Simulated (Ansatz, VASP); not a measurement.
Given: the input of a run of VASP 6.6.1 on ZrC.

The input POSCAR:

```
ZrC
1.0
    3.3914762718      0.0000000000      0.0000000000
   -1.6957381359      2.9371046077      0.0000000000
    0.0000000000      0.0000000000      5.2900530000
Zr C
2 2
Direct
    0.6666666667      0.3333333333      0.7500000000
    0.3333333333      0.6666666667      0.2500000000
    0.0000000000      0.0000000000      0.5000000000
    0.0000000000      0.0000000000      0.0000000000
```

File INCAR.step1:

```
ALGO = Normal
EDIFF = 1E-5
ENCUT = 520
GGA = PE
ISIF = 2
ISMEAR = -1
LASPH = T
LREAL = F
LWAVE = T
NBANDS = 24
NELM = 60
PREC = Accurate
SIGMA = 0.05
```

Contents of INCAR.step2:

```
AEXX = 0.1
ALGO = Normal
EDIFF = 1E-6
ENCUT = 520
ISIF = 2
ISMEAR = -1
ISTART = 1
LASPH = T
LCHARG = T
LELF = T
LHFCALC = T
LMIXTAU = T
LREAL = F
LVHAR = T
LWAVE = F
METAGGA = R2SCAN
NBANDS = 24
NELM = 60
PREC = Accurate
PRECFOCK = Normal
SIGMA = 0.05
```

KPOINTS

```
k-points
0
Gamma
  5 5 3
```

Potentials or basis: VASP PAW PBE potentials, release 64 (Zr_sv, C).

Command:

```sh
$ cat potpaw_PBE.64/Zr_sv/POTCAR potpaw_PBE.64/C/POTCAR > POTCAR
$ cp INCAR.step1 INCAR
$ mpirun -np 1 vasp_std > vasp.out
$ cp INCAR.step2 INCAR
$ mpirun -np 1 vasp_std > vasp.out
```

Q: Set up the same calculation for Ansatz 0.2.0. Potentials there: Ansatz PAW.

A: As run (the cutoff follows the program's own potentials):

File input.yaml:

```yaml
crystal:
  lattice:
    - [3.3914762718, 0.0, 0.0]
    - [-1.6957381359, 2.9371046077, 0.0]
    - [0.0, 0.0, 5.290053]
  atoms:
    - { symbol: Zr, position: [0.6666666667, 0.3333333333, 0.75] }
    - { symbol: Zr, position: [0.3333333333, 0.6666666667, 0.25] }
    - { symbol: C, position: [0.0, 0.0, 0.5] }
    - { symbol: C, position: [0.0, 0.0, 0.0] }
hamiltonian:
  xc: { exchange: r2scan, correlation: r2scan, exx: { coeff: 0.1 } }
  pseudopotentials: { kind: paw }
kpoints:
  mp_grid: { grid: [5, 5, 3] }
scf:
  occupations: { method: fermi_dirac, width: 0.05 }
output:
  forces: true
  stress: true
  eigenvalues: true
```

Potentials or basis: Ansatz PAW.

Run with:

```console
$ ansatz run input.yaml --threads 2 --pin off --max-ram 5632MiB --backend cpu --events-out ev --progress --plain --runs-dir out
```

Both were run:

|  | VASP | Ansatz | Ansatz less VASP |
| --- | --- | --- | --- |
| gap on the k mesh at the Fermi level (eV) | none | none | - |
| pressure (GPa) | -3.3 | -3.5 | -0.18 |
| traceless stress, the component that is largest in VASP (GPa) | 1.98 | 1.99 | +0.004 |

VASP's potentials were made for PBE, not for r2SCAN-based global hybrid. A gap of «none» marks a metal or a gap that the smearing closes.

The k mesh is coarse, so the values compare programs but aren't converged.
